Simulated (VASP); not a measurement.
A run of VASP 6.6.1:

File INCAR:

```
  PREC = Accurate
  ENCUT = 520
  EDIFF = 1E-7
  ISMEAR = 0
  SIGMA = 0.1
  LREAL = F
  LASPH = T
  NELM = 60
  ALGO = Fast
  ISIF = 2
  LWAVE = F
  LCHARG = F
  GGA = PE
  NBANDS = 26
```

File KPOINTS:

```
Automatic mesh
0
Gamma
  12 12 12
```

Contents of POSCAR:

```
Mo2H5
1.0
    0.0000000000      2.9115552278      2.9115552278
    2.9115552278      0.0000000000      2.9115552278
    2.9115552278      2.9115552278      0.0000000000
H Mo
5 2
Direct
    0.1159371492      0.6280209503      0.6280209503
    0.6280209503      0.1159371492      0.6280209503
    0.6280209503      0.6280209503      0.1159371492
    0.6280209503      0.6280209503      0.6280209503
    0.5000000000      0.5000000000      0.5000000000
    0.0000000000      0.0000000000      0.0000000000
    0.2500000000      0.2500000000      0.2500000000
```

Potentials or basis: VASP PAW PBE potentials, release 64 (H, Mo_sv).

Command:

```console
$ cat potpaw_PBE.64/H/POTCAR potpaw_PBE.64/Mo_sv/POTCAR > POTCAR
$ mpirun -np 1 vasp_std > vasp.out
```

Hardware: 1 thread of Oxide Virtual Turin-like Processor (shared host).

Problem. How long does it take, and how much memory?

Solution. Wall time 56 s on 1 thread of Oxide Virtual Turin-like Processor (shared host), peak memory 0.19 GiB. Counts: scf iterations 14, k points 72.
